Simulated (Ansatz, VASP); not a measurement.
# ZrTi3C2: VASP beside Ansatz

Contents of INCAR:

```
PREC = Accurate
ENCUT = 600
EDIFF = 1E-6
ISMEAR = 0
SIGMA = 0.1
LREAL = False
LASPH = True
NELM = 80
ALGO = Normal
ISIF = 3
LWAVE = False
LCHARG = False
GGA = PE
IBRION = 2
NSW = 90
EDIFFG = -0.04
```

Contents of KPOINTS:

```
regular mesh
0
Gamma
  4 4 4
```

The input POSCAR:

```
ZrTi3C2
1.0
    4.2118059600      0.0000000000      0.0000000000
    0.0000000000      4.2118059600      0.0000000000
    0.0000000000      0.0000000000      5.3420184100
Zr Ti C
1 3 2
Direct
    0.5000000000      0.5000000000      0.0000000000
    0.0000000000      0.5000000000      0.5000000000
    0.5000000000      0.0000000000      0.5000000000
    0.0000000000      0.0000000000      0.0000000000
    0.0000000000      0.0000000000      0.6641805000
    0.0000000000      0.0000000000      0.3358195000
```

Input for Ansatz:

```yaml
crystal:
  lattice:
    - [4.21180596, 0.0, 0.0]
    - [0.0, 4.21180596, 0.0]
    - [0.0, 0.0, 5.34201841]
  atoms:
    - { symbol: Zr, position: [0.5, 0.5, 0.0] }
    - { symbol: Ti, position: [0.0, 0.5, 0.5] }
    - { symbol: Ti, position: [0.5, 0.0, 0.5] }
    - { symbol: Ti, position: [0.0, 0.0, 0.0] }
    - { symbol: C, position: [0.0, 0.0, 0.6641805] }
    - { symbol: C, position: [0.0, 0.0, 0.3358195] }
basis:
  ecutwfc: 420
kpoints:
  mp_grid: { grid: [4, 4, 4] }
hamiltonian:
  xc: pbe
scf:
  occupations: { method: gaussian, width: 0.1 }
  lower_state_search: "off"
output:
  forces: true
  stress: true
  eigenvalues: true
relax:
  adjacent_minimum: "off"
  f_tol: 0.04
  max_steps: 70
  cell: { stress_tol: 0.4 }
```

Alike in both runs: task relaxation of cell and atoms; functional PBE; k mesh 4 × 4 × 4; occupations gaussian, width 0.1 eV; no spin polarisation.

|  | VASP | Ansatz |
| --- | --- | --- |
| version | VASP 6.6.1 | Ansatz 0.2.0 |
| potentials or method | VASP PAW PBE potentials, release 64 (Zr_sv, Ti_sv, C), cutoff 600 eV | scalar-relativistic, plane waves, PAW |
| valence electrons in the cell | 56 | 56 |

|  | VASP | Ansatz | Ansatz less VASP |
| --- | --- | --- | --- |
| gap on the k mesh at the Fermi level, each at its own relaxed structure (eV) | none | none | - |
| relaxed volume (Å³/atom) | 15.17 | 15.15 | -0.012 |
| relaxed length of the cell vector where the two differ most in proportion (Å) | 5.290 | 5.287 | -0.0023 |

A gap of «none» marks a metal or a gap that the smearing closes.

The k mesh is coarse, so the values compare programs but aren't converged.
